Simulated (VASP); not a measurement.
# MgSnSb2 (P-4m2) in VASP: further runs

MgSnSb2 is run at these levels: LDA, PBEsol, PBE; tasks: single point.

All numbers are computed with VASP 6.6.1; they aren't measurements. Logs are shortened: lines on timing, memory, paths and dates and some standing lists are left out, and cuts for length are marked.

## Step 1: The cell of the first run

The structure is tetragonal, space group P-4m2 (No. 115). Conventional cell: a = 4.544 Å, b = 4.544 Å, c = 6.446 Å, α = 90.00°, β = 90.00°, γ = 90.00°. Within 3.6 Å of Mg (site symmetry -4m2) lie 4 Sb at 2.75 Å. Within 3.6 Å of Sb (site symmetry 2mm) lie 2 Mg at 2.75 Å and 2 Sn at 2.82 Å. Within 3.7 Å of Sn (site symmetry -4m2) lie 4 Sb at 2.82 Å.

## Step 2: Single point, LDA

Contents of INCAR:

```
SYSTEM = MgSnSb2
PREC = Accurate
ENCUT = 520
EDIFF = 1E-6
ISMEAR = -1
SIGMA = 0.02
LREAL = .FALSE.
LASPH = .TRUE.
NELM = 60
ALGO = Normal
ISIF = 2
LWAVE = .FALSE.
LCHARG = .TRUE.
LELF = .TRUE.
LVHAR = .TRUE.
NBANDS = 21
```

Contents of KPOINTS:

```
Automatic mesh
0
G
  6 6 4
  0 0 0
```

Contents of POSCAR:

```
MgSnSb2
1.0
    4.5440717723      0.0000000000      0.0000000000
    0.0000000000      4.5440717723      0.0000000000
    0.0000000000      0.0000000000      6.4464347910
Mg Sb Sn
1 2 1
Direct
    0.0000000000      0.0000000000      0.0000000000
    0.0000000000      0.5000000000      0.2415273501
    0.5000000000      0.0000000000      0.7584726499
    0.5000000000      0.5000000000      0.5000000000
```

Potentials or basis: VASP PAW LDA potentials, release 64 (Mg, Sb, Sn_d).

Started as:

```
cat potpaw_LDA.64/Mg/POTCAR potpaw_LDA.64/Sb/POTCAR potpaw_LDA.64/Sn_d/POTCAR > POTCAR
mpirun -np 1 vasp_std > vasp.out
```

OUTCAR:

```text
SYSTEM = MgSnSb2
   PREC = Accurate
   ENCUT = 520
   EDIFF = 1E-6
   ISMEAR = -1
   LREAL = .FALSE.
   LASPH = .TRUE.
   NELM = 60
   ISIF = 2

 ion  position               nearest neighbor table
   1  0.000  0.000  0.000-   2 2.75   3 2.75   2 2.75   3 2.75
   2  0.000  0.500  0.242-   1 2.75   1 2.75   4 2.82   4 2.82
   3  0.500  0.000  0.758-   1 2.75   1 2.75   4 2.82   4 2.82
   4  0.500  0.500  0.500-   2 2.82   3 2.82   3 2.82   2 2.82

  LATTYP: Found a simple tetragonal cell.
 ALAT       =     4.5440717723
 C/A-ratio  =     1.4186472208

  Lattice vectors:

 A1 = (   4.5440717723,   0.0000000000,   0.0000000000)
 A2 = (   0.0000000000,   4.5440717723,   0.0000000000)
 A3 = (   0.0000000000,   0.0000000000,   6.4464347910)

Analysis of symmetry for initial positions (statically):
=====================================================================
 Subroutine PRICEL returns:
 Original cell was already a primitive cell.

 Routine SETGRP: Setting up the symmetry group for a
 simple tetragonal supercell.

 Subroutine GETGRP returns: Found  8 space group operations
 (whereof  8 operations were pure point group operations)
 out of a pool of 16 trial point group operations.

The static configuration has the point symmetry D_2d.

Analysis of symmetry for dynamics (positions and initial velocities):
=====================================================================
 Subroutine PRICEL returns:
 Original cell was already a primitive cell.

 Routine SETGRP: Setting up the symmetry group for a
 simple tetragonal supercell.

 Subroutine GETGRP returns: Found  8 space group operations
 (whereof  8 operations were pure point group operations)
 out of a pool of 16 trial point group operations.

The dynamic configuration has the point symmetry D_2d.

 Subroutine INISYM returns: Found  8 space group operations
 (whereof  8 operations are pure point group operations),
 and found     1 'primitive' translations

----------------------------------------------------------------------------------------

                                     Primitive cell

  volume of cell :     133.1098

  direct lattice vectors                    reciprocal lattice vectors
     4.544071772  0.000000000  0.000000000     0.220066947  0.000000000  0.000000000
     0.000000000  4.544071772  0.000000000     0.000000000  0.220066947  0.000000000
[... 88 lines left out ...]
   NELM   =     60;   NELMIN=  2; NELMDL= -5     # of ELM steps
   EDIFF  = 0.1E-05   stopping-criterion for ELM
   LREAL  =      F    real-space projection
   EDIFFG = 0.1E-04   stopping-criterion for IOM
   NSW    =      0    number of steps for IOM
   IBRION =     -1    ionic relax: 0-MD 1-quasi-New 2-CG
   NFREE  =      0    steps in history (QN), initial steepest desc. (CG)
   ISIF   =      2    stress and relaxation
   ISYM   =      2    0-nonsym 1-usesym 2-fastsym
   POTIM  = 0.5000    time-step for ionic-motion
   TEBEG  =    0.0;   TEEND  =   0.0 temperature during run
   PSTRESS=    0.0 pullay stress
   NELECT =      26.0000    total number of electrons
   NUPDOWN=      -1.0000    fix difference up-down
   EMIN   =  10.00;   EMAX   =-10.00  energy-range for DOS
   EFERMI =   0.00;   METHOD = LEGACY
   ISMEAR =    -1;   SIGMA  =   0.02  broadening in eV -4-tet -1-fermi 0-gaus
   EFERMI_NEDOS =   21; number of points for ismear=-14 and -15
   IALGO  =     38    algorithm
   IMIX   =      4    mixing-type and parameters
     AMIX     =   0.40;   BMIX     =  1.00
     AMIX_MAG =   1.60;   BMIX_MAG =  1.00
  volume/ion in A,a.u.               =      33.28       224.57
  Fermi-wavevector in a.u.,A,eV,Ry     =   0.949867  1.794988 12.275810  0.902247
  Thomas-Fermi vector in A             =   2.078190
   LORBIT       =      0    0 simple, 1 ext, 2 COOP (PROOUT), +10 PAW based schemes
   GGA     = CA    functional components
   LHFCALC =     F    Hartree Fock is set to
   AEXX    =    0.0000 exact exchange contribution
   IVDW    =     0    specifies the selected vdW correction
   LEPSILON=     F    determine dielectric tensor
   LRPA    =     F    only Hartree local field effects (RPA)
 non-spin polarized calculation
  energy-cutoff  :      520.00
  volume of cell :      133.11
 maximum number of plane-waves:      3624
 NGX is ok and might be reduce to    36
   NGX = 17   NGY = 17   NGZ = 23

 number of electron      26.0000011 magnetization

 Free energy of the ion-electron system (eV)
  ---------------------------------------------------
  ext. energy  EPLUGINS =         0.00000000
  ---------------------------------------------------
  free energy    TOTEN  =       -16.26744690 eV

  energy without entropy =      -16.26655831  energy(sigma->0) =      -16.26700261

 E-fermi :   4.0407     XC(G=0):  -8.6972

 val. band max:        4.0245597104   @ k =   0.1667   0.0000   0.0000
 cond. band min:       4.0811003668   @ k =   0.0000   0.0000   0.0000
 fundamental gap:      0.0565406564
 Fermi energy:         4.0407072967

 k-point     1 :       0.0000    0.0000    0.0000
  band No.  band energies     occupation
      1     -17.4882      2.00000
      2     -17.4858      2.00000
      3     -17.4858      2.00000
      4     -17.4625      2.00000
      5     -17.4400      2.00000
      6      -6.7507      2.00000
[... 565 lines left out ...]
     20      10.0397      0.00000
     21      10.2404      0.00000

 [... further k-points ...]

------------------------ aborting loop because EDIFF is reached ----------------------------------------

  FORCE on cell =-STRESS in cart. coord.  units (eV):
  Direction    XX          YY          ZZ          XY          YZ          ZX
  --------------------------------------------------------------------------------------
  -------------------------------------------------------------------------------------
  Total        0.0139423      0.0139423      0.0110961      0.0000000      0.0000000     -0.0000000
  in kB        0.1678165      0.1678165      0.1335578      0.0000000      0.0000000     -0.0000000
  external PRESSURE =       0.1563969 kB  Pullay stress =       0.0000000 kB

 VOLUME and BASIS-vectors are now :
 -----------------------------------------------------------------------------
  energy-cutoff  :      520.00
  volume of cell :      133.11
      direct lattice vectors                 reciprocal lattice vectors
     4.544071772  0.000000000  0.000000000     0.220066947  0.000000000  0.000000000
     0.000000000  4.544071772  0.000000000     0.000000000  0.220066947  0.000000000
     0.000000000  0.000000000  6.446434791     0.000000000  0.000000000  0.155124504

 POSITION                                       TOTAL-FORCE (eV/Angst)
 -----------------------------------------------------------------------------------
      0.00000      0.00000      0.00000         0.000000      0.000000      0.000000
      0.00000      2.27204      1.55699         0.000000     -0.000000     -0.020333
      2.27204      0.00000      4.88944         0.000000     -0.000000      0.020333
      2.27204      2.27204      3.22322         0.000000     -0.000000      0.000000
 -----------------------------------------------------------------------------------
    total drift:                                0.000000      0.000000      0.000000

  FREE ENERGIE OF THE ION-ELECTRON SYSTEM (eV)
  ---------------------------------------------------
  free  energy   TOTEN  =       -16.2674469039 eV

  energy  without entropy=      -16.2665583120  energy(sigma->0) =      -16.26700261
```

stdout:

```text
POSCAR found type information on POSCAR MgSbSn
 POSCAR found :  3 types and       4 ions
 scaLAPACK will be used
 LDA part: xc-table for (Slater(with rela. corr.)+CA(PZ))
 , standard interpolation
 POSCAR, INCAR and KPOINTS ok, starting setup
 FFT: planning ... GRIDC
 FFT: planning ... GRID_SOFT
 FFT: planning ... GRID
 WAVECAR not read
 entering main loop
```

It took 1.9 min on 1 thread of AMD EPYC 9755, shared host; peak memory 0.22 GiB.

What came out:

| Property | Result |
| --- | --- |
| Free energy | -16.2674 eV |
| Pressure | 0.0 GPa |
| Largest force | 0.020 eV/Å |
| Band gap on the k mesh | zero (bands 13 and 14 overlap by 0.21 eV) |

Forces on the atoms (eV/Å):
```
Mg   0.000  0.000  0.000
Sb   0.000  0.000 -0.020
Sb   0.000  0.000  0.020
Sn   0.000  0.000  0.000
```

Caveat: semilocal functionals underestimate gaps, and a narrow one can read as zero; spin-orbit coupling is left out, which moves the levels of the heavy elements.

[end of part 1 of 2]

The gap in the log of VASP goes by the Fermi energy; the results here count the filled bands.